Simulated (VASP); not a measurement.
Input of a VASP 6.6.1 run:

POSCAR

```
Si
1.0
    0.0000000000      2.7221022931      2.7221022931
    2.7221022931      0.0000000000      2.7221022931
    2.7221022931      2.7221022931      0.0000000000
Si
2
Direct
   -0.1250000000     -0.1250000000     -0.1250000000
    0.1250000000      0.1250000000      0.1250000000
```

File INCAR.step1:

```
SYSTEM = Si
PREC = Accurate
ENCUT = 520
ISMEAR = -1
SIGMA = 0.02
LREAL = .FALSE.
LASPH = .TRUE.
NELM = 60
NBANDS = 11
GGA = PE
ALGO = Normal
EDIFF = 1E-4
LWAVE = .TRUE.
LCHARG = .FALSE.
```

The input INCAR.step2:

```
SYSTEM = Si
PREC = Accurate
ENCUT = 520
EDIFF = 1E-7
ISMEAR = -1
SIGMA = 0.02
LREAL = .FALSE.
LASPH = .TRUE.
NELM = 60
ALGO = Normal
ISIF = 2
LWAVE = .FALSE.
LCHARG = .TRUE.
METAGGA = R2SCAN
LMIXTAU = .TRUE.
LELF = .TRUE.
LVHAR = .TRUE.
NBANDS = 11
ISTART = 1
```

File KPOINTS:

```
Automatic mesh
0
G
  11 11 11
  0 0 0
```

Potentials or basis: VASP PAW PBE potentials, release 64 (Si).

Command:

```sh
$ cat potpaw_PBE.64/Si/POTCAR > POTCAR
$ cp INCAR.step1 INCAR
$ mpirun -np 1 vasp_std > vasp.out
$ cp INCAR.step2 INCAR
$ mpirun -np 1 vasp_std > vasp.out
```

**Question.** Predict the band gap on the k mesh.

**Answer.** 0.81 eV, indirect (least direct gap 2.76 eV).

**Question.** What does it give for the pressure?

**Answer.** -0.2 GPa.

Caveat: the PAW data sets were made with another functional, which shifts forces and pressure a little. A k mesh can miss the band edges.
